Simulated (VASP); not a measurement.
# BiO5 (P6/mmm) in VASP: further runs, part 2 of 2

VASP 6.6.1.

### 3 Single point, PBE

This run uses another cell than the first one, of 17.12 Å³/atom, 1.567 times its volume.

INCAR reads:

```
SYSTEM = BiO5
ALGO = Normal
EDIFF = 1E-6
ENCUT = 600
GGA = PE
GGA_COMPAT = .FALSE.
ISIF = 2
ISMEAR = 0
LASPH = .TRUE.
LCHARG = .FALSE.
LREAL = .FALSE.
LWAVE = .FALSE.
NBANDS = 32
NELM = 120
PREC = Accurate
SIGMA = 0.2
```

KPOINTS reads:

```
k-points
0
G
  5 5 2
  0 0 0
```

POSCAR reads:

```
BiO5
1.0
    3.6324430479      0.0000000000      0.0000000000
   -1.8162215239      3.1457879573      0.0000000000
    0.0000000000      0.0000000000      8.9916086807
Bi O
1 5
Direct
    0.0000000000      0.0000000000      0.5000000000
    0.0000000000      0.0000000000      0.2831087534
    0.0000000000      0.0000000000      0.7168912466
    0.5000000000      0.0000000000      0.0000000000
    0.0000000000      0.5000000000      0.0000000000
    0.5000000000      0.5000000000      0.0000000000
```

Potentials or basis: VASP PAW PBE potentials, release 64 (Bi_d, O).

On the command line:

```console
$ cat potpaw_PBE.64/Bi_d/POTCAR potpaw_PBE.64/O/POTCAR > POTCAR
$ mpirun -np 1 vasp_std > vasp.out
```

OUTCAR:

```text
SYSTEM = BiO5
   EDIFF = 1E-6
   ENCUT = 600
   GGA = PE
   ISIF = 2
   ISMEAR = 0
   LASPH = .TRUE.
   LREAL = .FALSE.
   NELM = 120
   PREC = Accurate

 ion  position               nearest neighbor table
   1  0.000  0.000  0.500-   2 1.95   3 1.95
   2  0.000  0.000  0.283-   1 1.95
   3  0.000  0.000  0.717-   1 1.95
   4  0.500  0.000  0.000-   6 1.82   6 1.82   5 1.82   5 1.82
   5  0.000  0.500  0.000-   6 1.82   6 1.82   4 1.82   4 1.82
   6  0.500  0.500  0.000-   4 1.82   4 1.82   5 1.82   5 1.82

  LATTYP: Found a hexagonal cell.
 ALAT       =     3.6324430479
 C/A-ratio  =     2.4753612272

  Lattice vectors:

 A1 = (   3.6324430479,   0.0000000000,   0.0000000000)
 A2 = (  -1.8162215239,   3.1457879573,   0.0000000000)
 A3 = (   0.0000000000,   0.0000000000,   8.9916086807)

Analysis of symmetry for initial positions (statically):
=====================================================================
[... 164 lines left out ...]
  energy without entropy =      -20.72240815  energy(sigma->0) =      -20.83891275

 E-fermi :   0.4512     XC(G=0):  -8.7788

 val. band max:        0.4282261425   @ k =   0.0000   0.0000   0.5000
 cond. band min:       0.4682717308   @ k =   0.2000   0.0000   0.5000
 fundamental gap:      0.0400455884
 Fermi energy:         0.4512239337

 k-point     1 :       0.0000    0.0000    0.0000
  band No.  band energies     occupation
      1     -23.0500      2.00000
      2     -22.5967      2.00000
      3     -22.5967      2.00000
      4     -22.2627      2.00000
      5     -22.2627      2.00000
      6     -21.2356      2.00000
[... 339 lines left out ...]
     31      10.5280      0.00000
     32      11.6351      0.00000

------------------------ aborting loop because EDIFF is reached ----------------------------------------

  FORCE on cell =-STRESS in cart. coord.  units (eV):
  Direction    XX          YY          ZZ          XY          YZ          ZX
  --------------------------------------------------------------------------------------
  -------------------------------------------------------------------------------------
  Total        0.0058960      0.0058960      0.8267580      0.0000000      0.0000000      0.0000000
  in kB        0.0919388      0.0919388     12.8920906      0.0000000      0.0000000      0.0000000
  external PRESSURE =       4.3586560 kB  Pullay stress =       0.0000000 kB

 VOLUME and BASIS-vectors are now :
 -----------------------------------------------------------------------------
  energy-cutoff  :      600.00
  volume of cell :      102.75
      direct lattice vectors                 reciprocal lattice vectors
     3.632443048  0.000000000  0.000000000     0.275296815  0.158942690  0.000000000
    -1.816221524  3.145787957  0.000000000     0.000000000  0.317885380  0.000000000
     0.000000000  0.000000000  8.991608681     0.000000000  0.000000000  0.111214804

 POSITION                                       TOTAL-FORCE (eV/Angst)
 -----------------------------------------------------------------------------------
      0.00000      0.00000      4.49580        -0.000000      0.000000      0.000000
      0.00000      0.00000      2.54560         0.000000      0.000000     -0.158024
      0.00000      0.00000      6.44601        -0.000000     -0.000000      0.158024
      1.81622      0.00000      0.00000        -0.000000      0.000000      0.000000
     -0.90811      1.57289      0.00000        -0.000000      0.000000      0.000000
      0.90811      1.57289      0.00000        -0.000000      0.000000      0.000000
 -----------------------------------------------------------------------------------
    total drift:                                0.000000      0.000000      0.000000

  FREE ENERGIE OF THE ION-ELECTRON SYSTEM (eV)
  ---------------------------------------------------
  free  energy   TOTEN  =       -20.9554173418 eV

  energy  without entropy=      -20.7224081527  energy(sigma->0) =      -20.83891275
```

OSZICAR:

```text
N       E                     dE             d eps       ncg     rms          rms(c)
DAV:   1     0.499971944095E+03    0.49997E+03   -0.24305E+04   640   0.162E+03
DAV:   2     0.337616314235E+02   -0.46621E+03   -0.43699E+03   736   0.444E+02
DAV:   3    -0.244383954625E+02   -0.58200E+02   -0.56112E+02   760   0.155E+02
[... 13 lines left out ...]
DAV:  17    -0.209554378403E+02    0.77942E-03   -0.20488E-03   832   0.111E-01    0.898E-02
DAV:  18    -0.209554280928E+02    0.97475E-05   -0.16113E-04   792   0.436E-02    0.435E-02
DAV:  19    -0.209554203381E+02    0.77547E-05   -0.95615E-06   672   0.149E-02    0.190E-02
DAV:  20    -0.209554173280E+02    0.30101E-05   -0.37558E-06   504   0.804E-03    0.312E-03
DAV:  21    -0.209554173418E+02   -0.13819E-07   -0.18331E-06   536   0.753E-03
   1 F= -.20955417E+02 E0= -.20838913E+02  d E =-.233009E+00
```

Run time: 34 s. Hardware: 1 thread of Intel Xeon 6975P-C (Granite Rapids), shared host; peak memory 0.25 GiB.

Results:

* Free energy: -20.9554 eV
* Pressure: 0.4 GPa
* Largest force: 0.158 eV/Å

Forces on the atoms (eV/Å):
```
Bi   0.000  0.000  0.000
O    0.000  0.000 -0.158
O    0.000  0.000  0.158
O    0.000  0.000  0.000
O    0.000  0.000  0.000
O    0.000  0.000  0.000
```

Stress tensor (GPa, compression positive):
```
0.01 0.00 0.00
0.00 0.01 0.00
0.00 0.00 1.29
```

Levels at points of the mesh, in eV from the Fermi level:
```tsv
k point	band 19	band 20	band 21	band 22	band 23	band 24	band 25	band 26	band 27	band 28
(0.00, 0.00, 0.00)	-0.79	-0.79	-0.24	-0.02	-0.02	3.02	4.23	4.23	4.48	5.27
(0.00, 0.00, 0.50)	-0.78	-0.78	-0.07	-0.02	-0.02	3.02	4.23	4.23	4.35	5.27
```

Caveat: the k points lie up to 0.40 Å⁻¹ apart; spin-orbit coupling is left out, which moves the levels of the heavy elements; an odd number of electrons without spin polarisation forces a metal; a magnetic or distorted state may lie lower.

### 4 Single point, PBE

This run uses another cell than the first one, of 17.01 Å³/atom, 1.556 times its volume.

INCAR reads:

```
PREC     = Accurate       # precision mode
ENCUT    = 600            # plane-wave cutoff, eV
EDIFF    = 1E-6           # SCF threshold, eV
ISMEAR   = 0              # smearing method
SIGMA    = 0.2            # smearing width, eV
LREAL    = False          # projectors in reciprocal space
LASPH    = True           # aspherical terms in the spheres
NELM     = 120            # most SCF steps
ALGO     = Normal         # electronic algorithm
ISIF     = 2              # what is computed and relaxed
LWAVE    = False          # write WAVECAR
LCHARG   = False          # write CHGCAR
GGA      = PE             # functional
NBANDS   = 32             # bands
GGA_COMPAT= False
```

KPOINTS reads:

```
regular mesh
0
Gamma
  5 5 3
```

POSCAR reads:

```
BiO5
1.0
    4.3991690231      0.0000000030      0.0000000000
   -2.1995845142      3.8097921280      0.0000000000
    0.0000000000      0.0000000000      6.0883268075
Bi O
1 5
Direct
    0.0000000000      0.0000000000      0.5000000000
    0.5000000000      0.0000000000      0.5000000000
    0.0000000000      0.5000000000      0.5000000000
    0.5000000000      0.5000000000      0.5000000000
    0.3333333333      0.6666666667      0.0000000000
    0.6666666667      0.3333333333      0.0000000000
```

On the command line:

```console
$ cat potpaw_PBE.64/Bi_d/POTCAR potpaw_PBE.64/O/POTCAR > POTCAR
$ mpirun -np 1 vasp_std > vasp.out
```

Run time: 22 s. Hardware: 1 thread of Intel Xeon 6975P-C (Granite Rapids), shared host; peak memory 0.25 GiB.

The run converged. Its results:

- Free energy: -20.8010 eV
- Pressure: 0.1 GPa

Levels at points of the mesh, in eV from the Fermi level:
```tsv
k point	band 21	band 22	band 23	band 24	band 25	band 26
(0.00, 0.00, 0.00)	-0.67	0.10	0.24	0.24	0.97	0.97
```

Caveat: spin-orbit coupling is left out, which moves the levels of the heavy elements; an odd number of electrons without spin polarisation forces a metal; a magnetic or distorted state may lie lower.

### 5 Single point, PBE

This run uses another cell than the first one, of 17.20 Å³/atom, 1.574 times its volume.

INCAR reads:

```
SYSTEM = BiO5
PREC = Accurate ; ENCUT = 600
EDIFF = 1E-6 ; ISMEAR = 0
SIGMA = 0.2 ; LREAL = .FALSE.
LASPH = .TRUE. ; NELM = 120
ALGO = Normal ; ISIF = 2
LWAVE = .FALSE. ; LCHARG = .FALSE.
GGA = PE ; NBANDS = 32
GGA_COMPAT = .FALSE.
```

KPOINTS reads:

```
Automatic mesh
0
G
  5 5 3
  0 0 0
```

POSCAR reads:

```
BiO5
1.0
    3.6344142092      0.0000000000      0.0000000000
   -1.8172071046      3.1474950331      0.0000000000
    0.0000000000      0.0000000000      9.0232287499
Bi O
1 5
Direct
    0.0000000000      0.0000000000      0.0000000000
    0.5000000000      0.0000000000      0.5000000000
    0.0000000000      0.5000000000      0.5000000000
    0.5000000000      0.5000000000      0.5000000000
    0.0000000000      0.0000000000      0.7835456451
    0.0000000000      0.0000000000      0.2164543549
```

Potentials or basis: VASP PAW PBE potentials, release 64 (Bi_d, O).

On the command line:

```console
$ cat potpaw_PBE.64/Bi_d/POTCAR potpaw_PBE.64/O/POTCAR > POTCAR
$ mpirun -np 1 vasp_std > vasp.out
```

OUTCAR:

```text
SYSTEM = BiO5
   PREC = Accurate
   ENCUT = 600
   EDIFF = 1E-6
   ISMEAR = 0
   LREAL = .FALSE.
   LASPH = .TRUE.
   NELM = 120
   ISIF = 2
   GGA = PE

 ion  position               nearest neighbor table
   1  0.000  0.000  0.000-   5 1.95   6 1.95
   2  0.500  0.000  0.500-   3 1.82   4 1.82   4 1.82   3 1.82
   3  0.000  0.500  0.500-   4 1.82   4 1.82   2 1.82   2 1.82
   4  0.500  0.500  0.500-   3 1.82   3 1.82   2 1.82   2 1.82
   5  0.000  0.000  0.784-   1 1.95
   6  0.000  0.000  0.216-   1 1.95

  LATTYP: Found a hexagonal cell.
 ALAT       =     3.6344142092
 C/A-ratio  =     2.4827188731

  Lattice vectors:

 A1 = (   3.6344142092,   0.0000000000,   0.0000000000)
 A2 = (  -1.8172071046,   3.1474950331,   0.0000000000)
 A3 = (   0.0000000000,   0.0000000000,   9.0232287499)

Analysis of symmetry for initial positions (statically):
=====================================================================
 Subroutine PRICEL returns:
 Original cell was already a primitive cell.

 Routine SETGRP: Setting up the symmetry group for a
 hexagonal supercell.

 Subroutine GETGRP returns: Found 24 space group operations
 (whereof 24 operations were pure point group operations)
 out of a pool of 24 trial point group operations.

The static configuration has the point symmetry D_6h.

Analysis of symmetry for dynamics (positions and initial velocities):
=====================================================================
 Subroutine PRICEL returns:
 Original cell was already a primitive cell.

 Routine SETGRP: Setting up the symmetry group for a
 hexagonal supercell.

 Subroutine GETGRP returns: Found 24 space group operations
 (whereof 24 operations were pure point group operations)
 out of a pool of 24 trial point group operations.

The dynamic configuration has the point symmetry D_6h.

 Subroutine INISYM returns: Found 24 space group operations
[... 110 lines left out ...]
     AMIX_MAG =   1.60;   BMIX_MAG =  1.00
  volume/ion in A,a.u.               =      17.20       116.09
  Fermi-wavevector in a.u.,A,eV,Ry     =   1.241343  2.345798 20.965664  1.540933
  Thomas-Fermi vector in A             =   2.375745
   LORBIT       =      0    0 simple, 1 ext, 2 COOP (PROOUT), +10 PAW based schemes
   GGA     = PE    functional components
   LHFCALC =     F    Hartree Fock is set to
   AEXX    =    0.0000 exact exchange contribution
   IVDW    =     0    specifies the selected vdW correction
   LEPSILON=     F    determine dielectric tensor
   LRPA    =     F    only Hartree local field effects (RPA)
 non-spin polarized calculation
 Gauss-broadening in eV      SIGMA  =   0.20
  energy-cutoff  :      600.00
  volume of cell :      103.22
 maximum number of plane-waves:      3486
 NGX is ok and might be reduce to    30
   NGX = 15   NGY = 15   NGZ = 37

 number of electron      44.9999984 magnetization

 Free energy of the ion-electron system (eV)
  ---------------------------------------------------
  ext. energy  EPLUGINS =         0.00000000
  ---------------------------------------------------
  free energy    TOTEN  =       -20.95761205 eV

  energy without entropy =      -20.72506305  energy(sigma->0) =      -20.84133755

 E-fermi :   0.4100     XC(G=0):  -8.7561

 val. band max:        0.4038181678   @ k =   0.2000   0.0000   0.3333
 cond. band min:       0.4745895137   @ k =   0.4000   0.2000   0.0000
 fundamental gap:      0.0707713459
 Fermi energy:         0.4100418878

 k-point     1 :       0.0000    0.0000    0.0000
  band No.  band energies     occupation
      1     -23.0730      2.00000
      2     -22.6342      2.00000
      3     -22.6342      2.00000
      4     -22.2992      2.00000
      5     -22.2992      2.00000
      6     -21.2598      2.00000
[... 339 lines left out ...]
     31      10.4702      0.00000
     32      11.5811      0.00000

------------------------ aborting loop because EDIFF is reached ----------------------------------------

  FORCE on cell =-STRESS in cart. coord.  units (eV):
  Direction    XX          YY          ZZ          XY          YZ          ZX
  --------------------------------------------------------------------------------------
  -------------------------------------------------------------------------------------
  Total       -0.0585826     -0.0585826      0.5241230      0.0000000      0.0000000     -0.0000000
  in kB       -0.9093223     -0.9093223      8.1354643      0.0000000      0.0000000     -0.0000000
  external PRESSURE =       2.1056066 kB  Pullay stress =       0.0000000 kB

 VOLUME and BASIS-vectors are now :
 -----------------------------------------------------------------------------
  energy-cutoff  :      600.00
  volume of cell :      103.22
      direct lattice vectors                 reciprocal lattice vectors
     3.634414209  0.000000000  0.000000000     0.275147505  0.158856486  0.000000000
    -1.817207105  3.147495033  0.000000000     0.000000000  0.317712972  0.000000000
     0.000000000  0.000000000  9.023228750     0.000000000  0.000000000  0.110825075

 POSITION                                       TOTAL-FORCE (eV/Angst)
 -----------------------------------------------------------------------------------
      0.00000      0.00000      0.00000         0.000000     -0.000000      0.000000
      1.81721      0.00000      4.51161         0.000000     -0.000000      0.000000
     -0.90860      1.57375      4.51161         0.000000     -0.000000      0.000000
      0.90860      1.57375      4.51161         0.000000     -0.000000      0.000000
      0.00000      0.00000      7.07011        -0.000000     -0.000000     -0.097551
      0.00000      0.00000      1.95312        -0.000000      0.000000      0.097551
 -----------------------------------------------------------------------------------
    total drift:                               -0.000000      0.000000      0.000000

  FREE ENERGIE OF THE ION-ELECTRON SYSTEM (eV)
  ---------------------------------------------------
  free  energy   TOTEN  =       -20.9576120453 eV

  energy  without entropy=      -20.7250630535  energy(sigma->0) =      -20.84133755
```

stdout:

```text
POSCAR found type information on POSCAR BiO
 POSCAR found :  2 types and       6 ions
 scaLAPACK will be used
 LDA part: xc-table for (Slater+PW92), standard interpolation
 POSCAR, INCAR and KPOINTS ok, starting setup
 FFT: planning ... GRIDC
 FFT: planning ... GRID_SOFT
 FFT: planning ... GRID
 WAVECAR not read
 entering main loop
```

It took 32 s on 1 thread of Intel Xeon 6975P-C (Granite Rapids), shared host; peak memory 0.24 GiB.

What came out:

```
Free energy   : -20.9576 eV
Pressure      : 0.2 GPa
Largest force : 0.098 eV/Å
```

Forces on the atoms (eV/Å):
```
Bi   0.000  0.000  0.000
O    0.000  0.000  0.000
O    0.000  0.000  0.000
O    0.000  0.000  0.000
O    0.000  0.000 -0.098
O    0.000  0.000  0.098
```

Caveat: the k points lie up to 0.40 Å⁻¹ apart; spin-orbit coupling is left out, which moves the levels of the heavy elements; an odd number of electrons without spin polarisation forces a metal; a magnetic or distorted state may lie lower.

### 6 Overview

```csv
cell,k mesh,gap on the mesh (eV),pressure (GPa),largest force (eV/Å)
"a = 3.708, b = 3.708, c = 5.506 Å, angles 90.0, 90.0, 120.0°, 6 atoms",5 × 5 × 3,none,-0.1,0.02
"a = 3.632, b = 3.632, c = 8.992 Å, angles 90.0, 90.0, 120.0°, 6 atoms",5 × 5 × 2,none,0.4,0.16
"a = 4.399, b = 4.399, c = 6.088 Å, angles 90.0, 90.0, 120.0°, 6 atoms",5 × 5 × 3,none,0.1,-
"a = 3.634, b = 3.634, c = 9.023 Å, angles 90.0, 90.0, 120.0°, 6 atoms",5 × 5 × 3,none,0.2,0.10
```

Alike in all rows: task single point; level PBE; potentials or basis VASP PAW PBE potentials, release 64 (Bi_d, O); no spin polarisation; cutoff (eV) 600; smearing gaussian 0.2 eV.

Caveats: some runs use coarse meshes; spin-orbit coupling is left out, which moves the levels of the heavy elements; an odd number of electrons without spin polarisation forces a metal; a magnetic or distorted state may lie lower.

Absolute energies hang on the potentials; compare differences alone.
